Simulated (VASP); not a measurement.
# HgTe (F-43m) in VASP: single point with PBE

Aim: the single point of HgTe with PBE.

All numbers are computed with VASP 6.6.1; they aren't measurements. Logs are shortened: lines on timing, memory, paths and dates and some standing lists are left out, and cuts for length are marked.

## (1) The cell of the first run

The structure is cubic, space group F-43m (No. 216). The conventional cell has a = 6.580 Å, b = 6.580 Å, c = 6.580 Å, α = 90.00°, β = 90.00°, γ = 90.00°. Within 3.8 Å of Hg (site symmetry -43m) lie 4 Te at 2.85 Å. Within 3.8 Å of Te (site symmetry -43m) lie 4 Hg at 2.85 Å.

## (2) Single point, PBE

File INCAR:

```
  ALGO = Normal
  EDIFF = 1E-6
  ENCUT = 500
  GGA = PE
  GGA_COMPAT = False
  ISIF = 2
  ISMEAR = 0
  LASPH = True
  LCHARG = False
  LREAL = False
  LWAVE = False
  NBANDS = 16
  NELM = 120
  PREC = Accurate
  SIGMA = 0.1
```

File KPOINTS:

```
k-points
0
Gamma
  4 4 4
```

File POSCAR:

```
HgTe
1.0
    0.0000000000      3.2899840000      3.2899840000
    3.2899840000      0.0000000000      3.2899840000
    3.2899840000      3.2899840000      0.0000000000
Hg Te
1 1
Direct
    0.0000000000      0.0000000000      0.0000000000
    0.2500000000      0.2500000000      0.2500000000
```

Potentials or basis: VASP PAW PBE potentials, release 64 (Hg, Te).

Started as:

```
$ cat potpaw_PBE.64/Hg/POTCAR potpaw_PBE.64/Te/POTCAR > POTCAR
$ mpirun -np 1 vasp_std > vasp.out
```

OUTCAR:

```text
EDIFF = 1E-6
   ENCUT = 500
   GGA = PE
   ISIF = 2
   ISMEAR = 0
   LASPH = True
   LREAL = False
   NELM = 120
   PREC = Accurate

 ion  position               nearest neighbor table
   1  0.000  0.000  0.000-   2 2.85   2 2.85   2 2.85   2 2.85
   2  0.250  0.250  0.250-   1 2.85   1 2.85   1 2.85   1 2.85

  LATTYP: Found a face centered cubic cell.
 ALAT       =     6.5799680000

  Lattice vectors:

 A1 = (   0.0000000000,   3.2899840000,   3.2899840000)
 A2 = (   3.2899840000,   0.0000000000,   3.2899840000)
 A3 = (   3.2899840000,   3.2899840000,   0.0000000000)

Analysis of symmetry for initial positions (statically):
=====================================================================
 Subroutine PRICEL returns:
 Original cell was already a primitive cell.

 Routine SETGRP: Setting up the symmetry group for a
 face centered cubic supercell.

 Subroutine GETGRP returns: Found 24 space group operations
 (whereof 24 operations were pure point group operations)
 out of a pool of 48 trial point group operations.

The static configuration has the point symmetry T_d .

Analysis of symmetry for dynamics (positions and initial velocities):
=====================================================================
 Subroutine PRICEL returns:
 Original cell was already a primitive cell.

 Routine SETGRP: Setting up the symmetry group for a
 face centered cubic supercell.

 Subroutine GETGRP returns: Found 24 space group operations
 (whereof 24 operations were pure point group operations)
 out of a pool of 48 trial point group operations.

The dynamic configuration has the point symmetry T_d .

 Subroutine INISYM returns: Found 24 space group operations
 (whereof 24 operations are pure point group operations),
 and found     1 'primitive' translations

----------------------------------------------------------------------------------------

                                     Primitive cell

  volume of cell :      71.2215

  direct lattice vectors                    reciprocal lattice vectors
     0.000000000  3.289984000  3.289984000    -0.151976423  0.151976423  0.151976423
     3.289984000  0.000000000  3.289984000     0.151976423 -0.151976423  0.151976423
     3.289984000  3.289984000  0.000000000     0.151976423  0.151976423 -0.151976423

  length of vectors
     4.652739993  4.652739993  4.652739993     0.263230886  0.263230886  0.263230886

  position of ions in fractional coordinates (direct lattice)
     0.000000000  0.000000000  0.000000000
     0.250000000  0.250000000  0.250000000

  ion indices of the primitive-cell ions
   primitive index   ion index
                 1           1
                 2           2

----------------------------------------------------------------------------------------

 KPOINTS: k-points

Automatic generation of k-mesh.
 Grid dimensions read from file:
 generate k-points for:    4    4    4

 Generating k-lattice:

  Cartesian coordinates                     Fractional coordinates (reciprocal lattice)
    -0.037994106  0.037994106  0.037994106     0.250000000  0.000000000  0.000000000
     0.037994106 -0.037994106  0.037994106     0.000000000  0.250000000  0.000000000
     0.037994106  0.037994106 -0.037994106     0.000000000  0.000000000  0.250000000

  Length of vectors
     0.065807722  0.065807722  0.065807722

  Shift w.r.t. Gamma in fractional coordinates (k-lattice)
     0.000000000  0.000000000  0.000000000

 Subroutine IBZKPT returns following result:
 ===========================================

 Found      8 irreducible k-points:

 Following reciprocal coordinates:
            Coordinates               Weight
  0.000000  0.000000  0.000000      1.000000
  0.250000  0.000000  0.000000      8.000000
  0.500000  0.000000  0.000000      4.000000
  0.250000  0.250000  0.000000      6.000000
  0.500000  0.250000  0.000000     24.000000
 -0.250000  0.250000  0.000000     12.000000
  0.500000  0.500000  0.000000      3.000000
 -0.250000  0.500000  0.250000      6.000000
   k-points           NKPTS =      8   k-points in BZ     NKDIM =      8   number of bands    NBANDS=     16
   number of dos      NEDOS =    301   number of ions     NIONS =      2
   total plane-waves  NPLWV =  46656
   dimension x,y,z NGX =    36 NGY =   36 NGZ =   36
   dimension x,y,z NGXF=    72 NGYF=   72 NGZF=   72
   ions per type =               1   1
   NGX,Y,Z   is equivalent  to a cutoff of  12.86, 12.86, 12.86 a.u.
   NGXF,Y,Z  is equivalent  to a cutoff of  25.73, 25.73, 25.73 a.u.
 SYSTEM =  unknown system
   PREC   = accura    normal or accurate (medium, high low for compatibility)
   ISTART =      0    job   : 0-new  1-cont  2-samecut
   ICHARG =      2    charge: 1-file 2-atom 10-const
   ISPIN  =      1    spin polarized calculation?
   LNONCOLLINEAR =      F non collinear calculations
   LSORBIT =      F    spin-orbit coupling
   LASPH  =      T    aspherical Exc in radial PAW
   ENCUT  =  500.0 eV  36.75 Ry    6.06 a.u.   8.48  8.48  8.48*2*pi/ulx,y,z
   NELM   =    120;   NELMIN=  2; NELMDL= -5     # of ELM steps
   EDIFF  = 0.1E-05   stopping-criterion for ELM
   LREAL  =      F    real-space projection
   EDIFFG = 0.1E-04   stopping-criterion for IOM
   NSW    =      0    number of steps for IOM
   IBRION =     -1    ionic relax: 0-MD 1-quasi-New 2-CG
   NFREE  =      0    steps in history (QN), initial steepest desc. (CG)
   ISIF   =      2    stress and relaxation
   ISYM   =      2    0-nonsym 1-usesym 2-fastsym
   POTIM  = 0.5000    time-step for ionic-motion
   TEBEG  =    0.0;   TEEND  =   0.0 temperature during run
   PSTRESS=    0.0 pullay stress
   NELECT =      18.0000    total number of electrons
   NUPDOWN=      -1.0000    fix difference up-down
   EMIN   =  10.00;   EMAX   =-10.00  energy-range for DOS
   EFERMI =   0.00;   METHOD = LEGACY
   ISMEAR =     0;   SIGMA  =   0.10  broadening in eV -4-tet -1-fermi 0-gaus
   EFERMI_NEDOS =   21; number of points for ismear=-14 and -15
   IALGO  =     38    algorithm
   IMIX   =      4    mixing-type and parameters
     AMIX     =   0.40;   BMIX     =  1.00
     AMIX_MAG =   1.60;   BMIX_MAG =  1.00
  volume/ion in A,a.u.               =      35.61       240.31
  Fermi-wavevector in a.u.,A,eV,Ry     =   1.035051  1.955963 14.576346  1.071331
  Thomas-Fermi vector in A             =   2.169376
   LORBIT       =      0    0 simple, 1 ext, 2 COOP (PROOUT), +10 PAW based schemes
   GGA     = PE    functional components
   LHFCALC =     F    Hartree Fock is set to
   AEXX    =    0.0000 exact exchange contribution
   IVDW    =     0    specifies the selected vdW correction
   LEPSILON=     F    determine dielectric tensor
   LRPA    =     F    only Hartree local field effects (RPA)
 non-spin polarized calculation
 Gauss-broadening in eV      SIGMA  =   0.10
  energy-cutoff  :      500.00
  volume of cell :       71.22
 maximum number of plane-waves:      1820
 NGX is ok and might be reduce to    36
   NGX = 17   NGY = 17   NGZ = 17

 number of electron      18.0000001 magnetization

 Free energy of the ion-electron system (eV)
  ---------------------------------------------------
  ext. energy  EPLUGINS =         0.00000000
  ---------------------------------------------------
  free energy    TOTEN  =        -3.55986334 eV

  energy without entropy =       -3.55745299  energy(sigma->0) =       -3.55865817

 E-fermi :   2.6056     XC(G=0):  -8.4859

 val. band max:        2.5751215651   @ k =   0.0000   0.0000   0.0000
 cond. band min:       3.2674541975   @ k =   0.5000   0.0000   0.0000
 fundamental gap:      0.6923326324
 Fermi energy:         2.6055785508

 k-point     1 :       0.0000    0.0000    0.0000
  band No.  band energies     occupation
      1      -9.0377      2.00000
      2      -4.5045      2.00000
      3      -4.5045      2.00000
      4      -4.5045      2.00000
      5      -4.0411      2.00000
      6      -4.0411      2.00000
[... 8 lines left out ...]
     15      12.0382      0.00000
     16      12.0382      0.00000

 k-point     2 :       0.2500    0.0000    0.0000
  band No.  band energies     occupation
      1      -8.7943      2.00000
      2      -4.4433      2.00000
      3      -4.4433      2.00000
      4      -4.3487      2.00000
      5      -4.0416      2.00000
      6      -4.0416      2.00000
[... 8 lines left out ...]
     15      11.0700      0.00000
     16      11.0700      0.00000

 k-point     3 :       0.5000    0.0000    0.0000
  band No.  band energies     occupation
      1      -8.5283      2.00000
      2      -4.3957      2.00000
      3      -4.3957      2.00000
      4      -4.0225      2.00000
      5      -4.0225      2.00000
      6      -3.7666      2.00000
[... 8 lines left out ...]
     15      12.5432      0.00000
     16      12.5432      0.00000

 k-point     4 :       0.2500    0.2500    0.0000
  band No.  band energies     occupation
      1      -8.7112      2.00000
      2      -4.4211      2.00000
      3      -4.3695      2.00000
      4      -4.3695      2.00000
      5      -4.0617      2.00000
      6      -4.0138      2.00000
[... 8 lines left out ...]
     15      12.3529      0.00000
     16      12.5006      0.00000

 k-point     5 :       0.5000    0.2500    0.0000
  band No.  band energies     occupation
      1      -8.4427      2.00000
      2      -4.3553      2.00000
      3      -4.3005      2.00000
      4      -4.1411      2.00000
      5      -4.0115      2.00000
      6      -3.7707      2.00000
[... 8 lines left out ...]
     15      12.7708      0.00000
     16      13.1731      0.00000

 k-point     6 :      -0.2500    0.2500    0.0000
  band No.  band energies     occupation
      1      -8.5333      2.00000
      2      -4.3665      2.00000
      3      -4.3660      2.00000
      4      -4.0995      2.00000
      5      -4.0555      2.00000
      6      -3.9447      2.00000
[... 8 lines left out ...]
     15      11.8185      0.00000
     16      13.0667      0.00000

 k-point     7 :       0.5000    0.5000    0.0000
  band No.  band energies     occupation
      1      -8.3507      2.00000
      2      -4.3236      2.00000
      3      -4.2068      2.00000
      4      -4.2068      2.00000
      5      -3.9863      2.00000
      6      -3.6400      2.00000
[... 8 lines left out ...]
     15      12.8239      0.00000
     16      13.8873      0.00000

 k-point     8 :      -0.2500    0.5000    0.2500
  band No.  band energies     occupation
      1      -8.3517      2.00000
      2      -4.3022      2.00000
      3      -4.2698      2.00000
      4      -4.0856      2.00000
      5      -4.0670      2.00000
      6      -3.5040      2.00000
[... 8 lines left out ...]
     15      13.4232      0.00000
     16      13.5527      0.00000

------------------------ aborting loop because EDIFF is reached ----------------------------------------

  FORCE on cell =-STRESS in cart. coord.  units (eV):
  Direction    XX          YY          ZZ          XY          YZ          ZX
  --------------------------------------------------------------------------------------
  -------------------------------------------------------------------------------------
  Total        0.7364925      0.7364925      0.7364925     -0.0000000      0.0000000     -0.0000000
  in kB       16.5679034     16.5679034     16.5679034     -0.0000000      0.0000000     -0.0000000
  external PRESSURE =      16.5679034 kB  Pullay stress =       0.0000000 kB

 VOLUME and BASIS-vectors are now :
 -----------------------------------------------------------------------------
  energy-cutoff  :      500.00
  volume of cell :       71.22
      direct lattice vectors                 reciprocal lattice vectors
     0.000000000  3.289984000  3.289984000    -0.151976423  0.151976423  0.151976423
     3.289984000  0.000000000  3.289984000     0.151976423 -0.151976423  0.151976423
     3.289984000  3.289984000  0.000000000     0.151976423  0.151976423 -0.151976423

 POSITION                                       TOTAL-FORCE (eV/Angst)
 -----------------------------------------------------------------------------------
      0.00000      0.00000      0.00000        -0.000000     -0.000000     -0.000000
      1.64499      1.64499      1.64499         0.000000      0.000000      0.000000
 -----------------------------------------------------------------------------------
    total drift:                                0.000000      0.000000     -0.000000

  FREE ENERGIE OF THE ION-ELECTRON SYSTEM (eV)
  ---------------------------------------------------
  free  energy   TOTEN  =        -3.5598633394 eV

  energy  without entropy=       -3.5574529906  energy(sigma->0) =       -3.55865817
```

It took 15 s on 1 thread of Intel Xeon 8259CL, shared host; peak memory 0.2 GiB.

Results:

| Item | Value |
| --- | --- |
| Free energy | -3.5599 eV |
| Pressure | 1.7 GPa |
| Band gap on the k mesh | zero (filled and empty bands touch) |

Caveat: the k points lie up to 0.41 Å⁻¹ apart; spin-orbit coupling is left out, which moves the levels of the heavy elements.
